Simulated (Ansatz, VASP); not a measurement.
# One calculation of CuO, two programs

The input INCAR:

```
PREC     = Accurate       # precision mode
ENCUT    = 520            # plane-wave cutoff, eV
EDIFF    = 1E-6           # SCF threshold, eV
ISMEAR   = -1             # smearing method
SIGMA    = 0.05           # smearing width, eV
LREAL    = False          # projectors in reciprocal space
LASPH    = True           # aspherical terms in the spheres
NELM     = 60             # most SCF steps
ALGO     = Normal         # electronic algorithm
ISIF     = 2              # what is computed and relaxed
LWAVE    = False          # write WAVECAR
LCHARG   = True           # write CHGCAR
GGA      = PE             # functional
LELF     = True           # ELF
LVHAR    = True         
NBANDS   = 34             # bands
```

KPOINTS

```
Automatic mesh
0
Gamma
  7 7 7
```

The input POSCAR:

```
CuO
1.0
    4.1609370000      0.0000000000      0.0000000000
    0.0000000000      4.1609370000      0.0000000000
    0.0000000000      0.0000000000      3.8876430000
Cu O
3 3
Direct
    0.9775528800      0.9881666000      0.9603305800
    0.0396695900      0.5261100300      0.5181672900
    0.4811597400      0.9934184900      0.5059234600
    0.0110367000      0.5028174100      0.9754800000
    0.4613573800      0.9887535000      0.9867417100
    0.0292236900      0.0007339600      0.5533569500
```

The input input.yaml:

```yaml
crystal:
  lattice:
    - [4.160937, 0.0, 0.0]
    - [0.0, 4.160937, 0.0]
    - [0.0, 0.0, 3.887643]
  atoms:
    - { symbol: Cu, position: [0.97755288, 0.9881666, 0.96033058] }
    - { symbol: Cu, position: [0.03966959, 0.52611003, 0.51816729] }
    - { symbol: Cu, position: [0.48115974, 0.99341849, 0.50592346] }
    - { symbol: O, position: [0.0110367, 0.50281741, 0.97548] }
    - { symbol: O, position: [0.46135738, 0.9887535, 0.98674171] }
    - { symbol: O, position: [0.02922369, 0.00073396, 0.55335695] }
kpoints:
  mp_grid: { grid: [7, 7, 7] }
scf:
  occupations: { method: fermi_dirac, width: 0.05 }
hamiltonian:
  xc: pbe
  pseudopotentials: { kind: all_electron, lapw: { basis_error: 0.001 } }
output:
  forces: true
  stress: true
  eigenvalues: true
  populations: true
```

Change from the starting cell: all atoms moved at random, sigma 0.1 Å a component.

Alike in both runs: task single point; functional PBE; k mesh 7 × 7 × 7; occupations fermi-dirac, width 0.05 eV; no spin polarisation.

|  | VASP | Ansatz |
| --- | --- | --- |
| version | VASP 6.6.1 | Ansatz 0.2.0 |
| potentials or method | VASP PAW PBE potentials, release 64 (Cu, O), cutoff 520 eV | all-electron LAPW, scalar-relativistic |

Ansatz gave:

| Quantity | Value |
| --- | --- |
| gap on the k mesh at the Fermi level (eV) | none |
| pressure (GPa) | 16.3 |
| traceless stress, the component that is largest in VASP (GPa) | 15.40 |
| rms of the force components (eV/Å) | 3.434 |

Question: Estimate VASP's values.

Answer: gap on the k mesh at the Fermi level (eV): none; pressure (GPa): 17.1; traceless stress, the component that is largest in VASP (GPa): 16.23; rms of the force components (eV/Å): 3.508.

Atom by atom the forces differ by 0.078 eV/Å (rms over components). A gap of «none» marks a metal or a gap that the smearing closes. Ansatz ran all-electron here, and VASP with PAW potentials.
